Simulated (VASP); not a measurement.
# Ti16Si32B (a cell with a defect): single point with PBE

Ti16Si32B (a cell with a defect):

```
CELL_PARAMETERS angstrom
4.80813 8.27218 0.00000
4.80813 -8.27218 0.00000
-4.80813 0.00000 -8.55598
ATOMIC_POSITIONS crystal
Ti 0.25058 0.24955 0.99381
Ti 0.37667 0.12794 0.24935
Ti 0.25133 0.26100 0.49720
Ti 0.37644 0.12862 0.75029
Ti 0.25337 0.75479 0.00069
Ti 0.36758 0.61922 0.25634
Ti 0.24843 0.74317 0.49719
Ti 0.38576 0.63791 0.76885
Ti 0.74579 0.25123 0.99384
Ti 0.89126 0.14413 0.25631
Ti 0.75229 0.25388 0.50039
Ti 0.87457 0.12677 0.74654
Ti 0.74983 0.75291 0.00065
Ti 0.87523 0.62842 0.24936
Ti 0.75067 0.75353 0.50031
Ti 0.87666 0.62884 0.75074
Si 0.41474 0.08903 0.99849
Si 0.08504 0.40793 0.99679
Si 0.02677 0.46774 0.22605
Si 0.20180 0.26538 0.22605
Si 0.41414 0.09201 0.50023
Si 0.09046 0.42648 0.52722
Si 0.03770 0.46207 0.76114
Si 0.21299 0.29821 0.74964
Si 0.41058 0.58762 0.00726
Si 0.08896 0.91539 0.99883
Si 0.03799 0.96247 0.25043
Si 0.21500 0.79502 0.25045
Si 0.43935 0.60773 0.52718
Si 0.08868 0.91521 0.50021
Si 0.03905 0.96561 0.74834
Si 0.21687 0.79026 0.75108
Si 0.91424 0.09572 0.99682
Si 0.58624 0.41637 0.99855
Si 0.53989 0.46350 0.24983
Si 0.71243 0.29335 0.24984
Si 0.91726 0.08993 0.49894
Si 0.58593 0.41854 0.49774
Si 0.53684 0.46780 0.75107
Si 0.71189 0.28971 0.74839
Si 0.91236 0.59045 0.99883
Si 0.59918 0.92661 0.00727
Si 0.54181 0.96678 0.25207
Si 0.71284 0.79234 0.25206
Si 0.91438 0.58615 0.49770
Si 0.58434 0.91607 0.49893
Si 0.53931 0.95836 0.74966
Si 0.72598 0.80603 0.76106
B 0.18403 0.43627 0.36548
```

- Program: VASP 6.6.1
- Task: single point
- Functional: PBE
- Potentials or basis: VASP PAW PBE potentials, release 64 (Ti_sv, Si, B)
- Cutoff: 520 eV
- k mesh: 1 × 1 × 1
- Occupations: methfessel-paxton, width 0.1 eV
- Spin: no spin polarisation
- Dipole correction: no
- Further INCAR settings: LREAL = Auto; ALGO = Normal; EDIFF = 1e-06; NBANDS = 192

| Property | Result |
| --- | --- |
| Pressure | 0.3 GPa |
| Largest force | 0.018 eV/Å |
| Band gap on the k mesh | zero (an odd number of electrons rules out a gap without spin polarisation) |

Forces on the atoms (eV/Å):
```
Ti  -0.001 -0.008 -0.001
Ti   0.002 -0.005 -0.006
Ti  -0.003  0.005 -0.002
Ti   0.001  0.000 -0.003
Ti  -0.001 -0.004 -0.002
Ti   0.003  0.003  0.006
Ti   0.000 -0.004 -0.004
Ti  -0.003  0.001  0.000
Ti  -0.010 -0.009  0.004
Ti   0.014  0.007  0.001
Ti  -0.005 -0.007 -0.001
Ti  -0.003 -0.002  0.001
Ti   0.010 -0.006 -0.006
Ti   0.002 -0.009 -0.004
Ti  -0.001  0.006 -0.017
Ti   0.003 -0.004  0.009
Si   0.002  0.004 -0.004
Si   0.000 -0.005 -0.003
Si   0.003  0.010 -0.002
Si  -0.004  0.001  0.002
Si  -0.002  0.003  0.000
Si  -0.004  0.000  0.002
Si  -0.001  0.004  0.001
Si   0.003 -0.002  0.000
Si   0.001  0.002  0.000
Si  -0.002 -0.002 -0.001
Si  -0.001  0.001  0.000
Si   0.000  0.002  0.000
Si   0.002  0.002  0.002
Si   0.001  0.001  0.000
Si   0.001  0.001  0.003
Si  -0.003  0.002  0.002
Si   0.003  0.004  0.003
Si   0.001 -0.001  0.002
Si  -0.001  0.000  0.003
Si   0.000  0.002  0.004
Si   0.001  0.000 -0.001
Si   0.000 -0.001  0.003
Si  -0.001 -0.002  0.003
Si  -0.001  0.004  0.001
Si   0.000  0.005 -0.001
Si   0.000 -0.001 -0.001
Si  -0.001  0.003  0.000
Si  -0.001 -0.001  0.003
Si   0.001  0.002  0.000
Si  -0.003 -0.001  0.000
Si  -0.001  0.000  0.002
Si   0.001  0.002  0.001
B   -0.001 -0.002  0.004
```

Stress tensor (GPa, compression positive):
```
-0.47  0.45 -0.01
 0.45 -2.52  0.00
-0.01  0.00  4.02
```

Levels at points of the mesh, in eV from the Fermi level:
```csv
k point,band 157,band 158,band 159,band 160,band 161,band 162,band 163,band 164,band 165,band 166
"(0.00, 0.00, 0.00)",-0.40,-0.30,-0.28,-0.13,-0.11,0.01,0.54,0.61,0.62,0.67
```

Run time: 6 min on 1 thread of Intel(R) Xeon(R) Platinum 8259CL CPU @ 2.50GHz (Skylake/Cascade Lake), on a shared host, peak memory 0.8 GiB.

Caveat: the k points lie up to 0.84 Å⁻¹ apart, too coarse for converged energies and pressures of a metal.
